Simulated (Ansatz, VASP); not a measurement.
## Two plane-wave programs on Ca

POSCAR

```
Ca
1.0
    0.0000000000      2.7942000000      2.7942000000
    2.7942000000      0.0000000000      2.7942000000
    2.7942000000      2.7942000000      0.0000000000
Ca
1
Direct
    0.0000000000      0.0000000000      0.0000000000
```

Contents of INCAR.step1:

```
SYSTEM = Ca
PREC     = Accurate       ! precision mode
ENCUT    = 600            ! plane-wave cutoff, eV
ISMEAR   = -1             ! smearing method
SIGMA    = 0.05           ! smearing width, eV
LREAL    = .FALSE.        ! projectors in reciprocal space
LASPH    = .TRUE.         ! aspherical terms in the spheres
NELM     = 60             ! most SCF steps
GGA      = PE             ! functional
ALGO     = Normal         ! electronic algorithm
EDIFF    = 1E-4           ! SCF threshold, eV
LWAVE    = .TRUE.         ! write WAVECAR
LCHARG   = .FALSE.        ! write CHGCAR
```

Contents of INCAR.step2:

```
SYSTEM = Ca
PREC     = Accurate       ! precision mode
ENCUT    = 600            ! plane-wave cutoff, eV
EDIFF    = 1E-6           ! SCF threshold, eV
ISMEAR   = -1             ! smearing method
SIGMA    = 0.05           ! smearing width, eV
LREAL    = .FALSE.        ! projectors in reciprocal space
LASPH    = .TRUE.         ! aspherical terms in the spheres
NELM     = 60             ! most SCF steps
ALGO     = Normal         ! electronic algorithm
ISIF     = 3              ! what is computed and relaxed
LWAVE    = .FALSE.        ! write WAVECAR
LCHARG   = .FALSE.        ! write CHGCAR
METAGGA  = R2SCAN         ! meta-GGA
LMIXTAU  = .TRUE.       
IBRION   = 2              ! ionic algorithm
NSW      = 100            ! ionic steps
EDIFFG   = -0.002         ! ionic threshold
ISTART   = 1
```

File KPOINTS:

```
regular mesh
0
G
  12 12 12
  0 0 0
```

Input for Ansatz:

```yaml
crystal:
  lattice:
    - [0.0, 2.7942, 2.7942]
    - [2.7942, 0.0, 2.7942]
    - [2.7942, 2.7942, 0.0]
  atoms:
    - { symbol: Ca, position: [0.0, 0.0, 0.0] }
kpoints:
  mp_grid: { grid: [12, 12, 12] }
scf:
  occupations: { method: fermi_dirac, width: 0.05 }
hamiltonian:
  xc: r2scan
  pseudopotentials: { kind: paw }
relax:
  f_tol: 0.002
  max_steps: 80
  cell: {}
output:
  forces: true
  stress: true
  write_density: true
  write_potential: true
  elf: true
  volumetric_format: npy
```

Alike in both runs: task relaxation of cell and atoms; functional r2SCAN; k mesh 12 × 12 × 12; occupations fermi-dirac, width 0.05 eV; no spin polarisation.

|  | VASP | Ansatz |
| --- | --- | --- |
| version | VASP 6.6.1 | Ansatz 0.2.0 |
| potentials or method | VASP PAW PBE potentials, release 64 (Ca_sv) | PAW with Ansatz's default frozen-core files, scalar-relativistic |
| plane-wave cutoff (eV) | 600 | 500 |
| valence electrons in the cell | 10 | 10 |

Ansatz gave:

- relaxed volume (Å³/atom): 43.15
- relaxed cell length with the largest relative difference (Å): 3.937

Problem. What did VASP give for the same quantities?

Solution. Relaxed volume (Å³/atom): 43.34; relaxed cell length with the largest relative difference (Å): 3.943.

VASP's potentials were made for PBE, not for r2SCAN.
